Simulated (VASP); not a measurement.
# MgO (Fm-3m) in VASP: a series of runs

Runs on MgO. Level: PBE. Tasks: relaxation of cell and atoms, single point.

Program: VASP 6.6.1. These are calculated values, not measurements. Logs are shortened: lines on timing, memory, paths and dates and some standing lists are left out, and cuts for length are marked.

**Experimental background.**

From “Electronic structure of alkaline earth and post-transition metal oxides”, 2009, arxiv:0908.1581, for a bulk crystal of MgO: band gap 7.83 eV.

The runs below are set against these values where they give the same quantity.

**1. The cell of the first run**

The structure is cubic, space group Fm-3m (No. 225). Conventional cell: a = 4.270 Å, b = 4.270 Å, c = 4.270 Å, α = 90.00°, β = 90.00°, γ = 90.00°. Within 2.8 Å of Mg (site symmetry m-3m) lie 6 O at 2.14 Å. Within 2.8 Å of O (site symmetry m-3m) lie 6 Mg at 2.14 Å.

**2. Relaxation of cell and atoms, PBE**

File INCAR:

```
SYSTEM = MgO
PREC = Accurate
ENCUT = 600
EDIFF = 1E-6
ISMEAR = 0
SIGMA = 0.02
LREAL = .False.
LASPH = .True.
NELM = 60
ALGO = Normal
ISIF = 3
LWAVE = .False.
LCHARG = .False.
GGA = PE
IBRION = 2
NSW = 100
EDIFFG = -0.005
```

File KPOINTS:

```
regular mesh
0
Gamma
  10 10 10
  0 0 0
```

File POSCAR:

```
MgO
1.0
    0.0000000000      2.1351500000      2.1351500000
    2.1351500000      0.0000000000      2.1351500000
    2.1351500000      2.1351500000      0.0000000000
Mg O
1 1
Direct
    0.0000000000      0.0000000000      0.0000000000
    0.5000000000      0.5000000000      0.5000000000
```

Potentials or basis: VASP PAW PBE potentials, release 64 (Mg, O).

Command:

```console
cat potpaw_PBE.64/Mg/POTCAR potpaw_PBE.64/O/POTCAR > POTCAR
mpirun -np 1 vasp_std > vasp.out
```

OUTCAR:

```text
SYSTEM = MgO
   PREC = Accurate
   ENCUT = 600
   EDIFF = 1E-6
   ISMEAR = 0
   LREAL = .False.
   LASPH = .True.
   NELM = 60
   ISIF = 3
   GGA = PE
   IBRION = 2
   NSW = 100
   EDIFFG = -0.005

 ion  position               nearest neighbor table
   1  0.000  0.000  0.000-   2 2.14   2 2.14   2 2.14   2 2.14   2 2.14   2 2.14
   2  0.500  0.500  0.500-   1 2.14   1 2.14   1 2.14   1 2.14   1 2.14   1 2.14

  LATTYP: Found a face centered cubic cell.
 ALAT       =     4.2703000000

  Lattice vectors:

 A1 = (   0.0000000000,   2.1351500000,   2.1351500000)
 A2 = (   2.1351500000,   0.0000000000,   2.1351500000)
 A3 = (   2.1351500000,   2.1351500000,   0.0000000000)

Analysis of symmetry for initial positions (statically):
=====================================================================
 Subroutine PRICEL returns:
 Original cell was already a primitive cell.

 Routine SETGRP: Setting up the symmetry group for a
 face centered cubic supercell.

 Subroutine GETGRP returns: Found 48 space group operations
 (whereof 48 operations were pure point group operations)
 out of a pool of 48 trial point group operations.

The static configuration has the point symmetry O_h .

Analysis of symmetry for dynamics (positions and initial velocities):
=====================================================================
 Subroutine PRICEL returns:
 Original cell was already a primitive cell.

 Routine SETGRP: Setting up the symmetry group for a
 face centered cubic supercell.

 Subroutine GETGRP returns: Found 48 space group operations
 (whereof 48 operations were pure point group operations)
 out of a pool of 48 trial point group operations.

The dynamic configuration has the point symmetry O_h .

 Subroutine INISYM returns: Found 48 space group operations
 (whereof 48 operations are pure point group operations),
 and found     1 'primitive' translations

----------------------------------------------------------------------------------------

                                     Primitive cell

  volume of cell :      19.4677

  direct lattice vectors                    reciprocal lattice vectors
     0.000000000  2.135150000  2.135150000    -0.234175585  0.234175585  0.234175585
     2.135150000  0.000000000  2.135150000     0.234175585 -0.234175585  0.234175585
     2.135150000  2.135150000  0.000000000     0.234175585  0.234175585 -0.234175585

  length of vectors
[... 91 lines left out ...]
   TEBEG  =    0.0;   TEEND  =   0.0 temperature during run
   PSTRESS=    0.0 pullay stress
   NELECT =       8.0000    total number of electrons
   NUPDOWN=      -1.0000    fix difference up-down
   EMIN   =  10.00;   EMAX   =-10.00  energy-range for DOS
   EFERMI =   0.00;   METHOD = LEGACY
   ISMEAR =     0;   SIGMA  =   0.02  broadening in eV -4-tet -1-fermi 0-gaus
   EFERMI_NEDOS =   21; number of points for ismear=-14 and -15
   IALGO  =     38    algorithm
   IMIX   =      4    mixing-type and parameters
     AMIX     =   0.40;   BMIX     =  1.00
     AMIX_MAG =   1.60;   BMIX_MAG =  1.00
  volume/ion in A,a.u.               =       9.73        65.69
  Fermi-wavevector in a.u.,A,eV,Ry     =   1.217119  2.300022 20.155386  1.481379
  Thomas-Fermi vector in A             =   2.352450
   LORBIT       =      0    0 simple, 1 ext, 2 COOP (PROOUT), +10 PAW based schemes
   GGA     = PE    functional components
   LHFCALC =     F    Hartree Fock is set to
   AEXX    =    0.0000 exact exchange contribution
   IVDW    =     0    specifies the selected vdW correction
   LEPSILON=     F    determine dielectric tensor
   LRPA    =     F    only Hartree local field effects (RPA)
 conjugate gradient relaxation of ions
 non-spin polarized calculation
 Gauss-broadening in eV      SIGMA  =   0.02
  energy-cutoff  :      600.00
  volume of cell :       19.47
 maximum number of plane-waves:       666
   NGX = 13   NGY = 13   NGZ = 13

--------------------------------------- Ionic step        1  -------------------------------------------

 number of electron       8.0000002 magnetization

 Free energy of the ion-electron system (eV)
  ---------------------------------------------------
  ext. energy  EPLUGINS =         0.00000000
  ---------------------------------------------------
  free energy    TOTEN  =       -11.91284471 eV

  energy without entropy =      -11.91284471  energy(sigma->0) =      -11.91284471

------------------------ aborting loop because EDIFF is reached ----------------------------------------

  FORCE on cell =-STRESS in cart. coord.  units (eV):
  Direction    XX          YY          ZZ          XY          YZ          ZX
  --------------------------------------------------------------------------------------
  -------------------------------------------------------------------------------------
  Total       -0.3272358     -0.3272358     -0.3272358     -0.0000000      0.0000000     -0.0000000
  in kB      -26.9312350    -26.9312350    -26.9312350     -0.0000000      0.0000000     -0.0000000
  external PRESSURE =     -26.9312350 kB  Pullay stress =       0.0000000 kB
[... 59 lines left out ...]
--------------------------------------- Ionic step        3  -------------------------------------------

 number of electron       8.0000005 magnetization

 Free energy of the ion-electron system (eV)
  ---------------------------------------------------
  ext. energy  EPLUGINS =         0.00000000
  ---------------------------------------------------
  free energy    TOTEN  =       -11.91580665 eV

  energy without entropy =      -11.91580665  energy(sigma->0) =      -11.91580665

 E-fermi :   3.1128     XC(G=0): -10.9694

 val. band max:        3.0135499593   @ k =   0.0000   0.0000   0.0000
 cond. band min:       7.5201793408   @ k =   0.0000   0.0000   0.0000
 fundamental gap:      4.5066293814
 Fermi energy:         3.1128302211

 k-point     1 :       0.0000    0.0000    0.0000
  band No.  band energies     occupation
      1     -14.1321      2.00000
      2       3.0135      2.00000
      3       3.0135      2.00000
      4       3.0135      2.00000
      5       7.5202      0.00000
      6      18.6852      0.00000
      7      18.6852      0.00000
      8      18.6852      0.00000
[... 243 lines left out ...]
 k-point    24 :       0.4000    0.3000    0.0000
  band No.  band energies     occupation
      1     -12.9468      2.00000
      2      -0.4863      2.00000
      3       1.7441      2.00000
      4       1.9571      2.00000
      5      12.3624      0.00000
      6      13.1193      0.00000
      7      16.3724      0.00000
      8      20.8906      0.00000

 [... further k-points ...]
[... 5 lines left out ...]
  --------------------------------------------------------------------------------------
  -------------------------------------------------------------------------------------
  Total       -0.0009752     -0.0009752     -0.0009752      0.0000000      0.0000000      0.0000000
  in kB       -0.0817234     -0.0817234     -0.0817234      0.0000000      0.0000000      0.0000000
  external PRESSURE =      -0.0817234 kB  Pullay stress =       0.0000000 kB
[... 17 lines left out ...]
  FREE ENERGIE OF THE ION-ELECTRON SYSTEM (eV)
  ---------------------------------------------------
  free  energy   TOTEN  =       -11.9158066452 eV

  energy  without entropy=      -11.9158066452  energy(sigma->0) =      -11.91580665

 reached required accuracy - stopping structural energy minimisation
```

OSZICAR:

```text
N       E                     dE             d eps       ncg     rms          rms(c)
DAV:   1     0.215490899215E+02    0.21549E+02   -0.52154E+03   856   0.101E+03
DAV:   2    -0.128973239770E+02   -0.34446E+02   -0.33190E+02   856   0.161E+02
DAV:   3    -0.134657887027E+02   -0.56846E+00   -0.56846E+00   928   0.244E+01
[... 19 lines left out ...]
DAV:   1    -0.119175630580E+02   -0.20389E-02   -0.37890E-02   752   0.199E+00    0.317E-01
DAV:   2    -0.119158338998E+02    0.17292E-02   -0.12658E-02   752   0.829E-01    0.303E-02
DAV:   3    -0.119158152057E+02    0.18694E-04   -0.10803E-04   848   0.129E-01    0.191E-02
DAV:   4    -0.119158068888E+02    0.83169E-05   -0.95420E-06   784   0.340E-02    0.424E-03
DAV:   5    -0.119158066452E+02    0.24361E-06   -0.10821E-06   424   0.817E-03
   3 F= -.11915807E+02 E0= -.11915807E+02  d E =-.296193E-02
```

Wall time 7.7 s (1 thread of Intel Xeon 6975P-C (Granite Rapids), shared host); peak memory 0.14 GiB.

What came out:

```yaml
Free_energy: -11.9158 eV
Relaxed_volume: 9.56 Å³/atom
Relaxed_cell: a = 3.001 Å, b = 3.001 Å, c = 3.001 Å, α = 60.00°, β = 60.00°, γ = 60.00°
Space_group_after_relaxing_to_0.05_Å: Fm-3m (No. 225)
Energy_gained_by_relaxing: 1.5 meV/atom
Ionic_steps: 3
Pressure_after_relaxing: 0.0 GPa
Band_gap_on_the_k_mesh: 4.51 eV, direct
```

Step by step:
| step | energy change (eV) | largest force (eV/Å) | pressure (GPa) | volume (Å³) |
| --- | --- | --- | --- | --- |
| 1 | 0.0000 | 0.0000 | -2.69 | 19.47 |
| 2 | -0.0027 | 0.0000 | 0.86 | 19.01 |
| 3 | -0.0030 | 0.0000 | -0.01 | 19.12 |

Final structure:
```
Mg O
1.0
     0.00000    2.12229    2.12229
     2.12229    0.00000    2.12229
     2.12229    2.12229    0.00000
Mg O
1 1
Direct
  0.00000 0.00000 0.00000
  0.50000 0.50000 0.50000
```

As with any semilocal functional, this PBE gap is likely too small.

**3. Single point, PBE**

This run uses another cell than the first one, of 9.63 Å³/atom, 0.989 times its volume.

File INCAR:

```
PREC = Accurate
ENCUT = 520
EDIFF = 1E-6
ISMEAR = 0
SIGMA = 0.02
LREAL = F
LASPH = T
NELM = 80
ALGO = Normal
ISIF = 2
LWAVE = F
LCHARG = F
GGA = PE
NBANDS = 11
```

File KPOINTS:

```
regular mesh
0
Gamma
  10 10 10
```

File POSCAR:

```
MgO
1.0
    0.0000000000      2.1273941286      2.1273941286
    2.1273941286      0.0000000000      2.1273941286
    2.1273941286      2.1273941286      0.0000000000
Mg O
1 1
Direct
    0.0000000000      0.0000000000      0.0000000000
    0.5000000000      0.5000000000      0.5000000000
```

Potentials or basis: VASP PAW PBE potentials, release 64 (Mg, O).

Command:

```console
cat potpaw_PBE.64/Mg/POTCAR potpaw_PBE.64/O/POTCAR > POTCAR
mpirun -np 1 vasp_std > vasp.out
```

It took 8.5 s on 1 thread of Intel Xeon Platinum 8124M at 3.00GHz (Skylake/Cascade Lake), shared host; peak memory 0.14 GiB.

It converged, with:

```yaml
Free_energy: -11.9116 eV
Pressure: -0.9 GPa
Band_gap_on_the_k_mesh: 4.44 eV, direct
```

Levels at points of the mesh, in eV from the valence-band top:
```tsv
k point	band 1	band 2	band 3	band 4	band 5	band 6	band 7	band 8
(0.00, 0.00, 0.00)	-17.11	0.00	0.00	0.00	4.44	15.63	15.63	15.63
(0.50, 0.00, 0.00)	-15.90	-4.49	-0.62	-0.62	7.71	12.26	16.00	16.00
(0.50, 0.50, 0.00)	-15.65	-3.96	-1.31	-1.31	9.08	9.64	12.78	18.51
```

(Continued in part 2 of 2.)
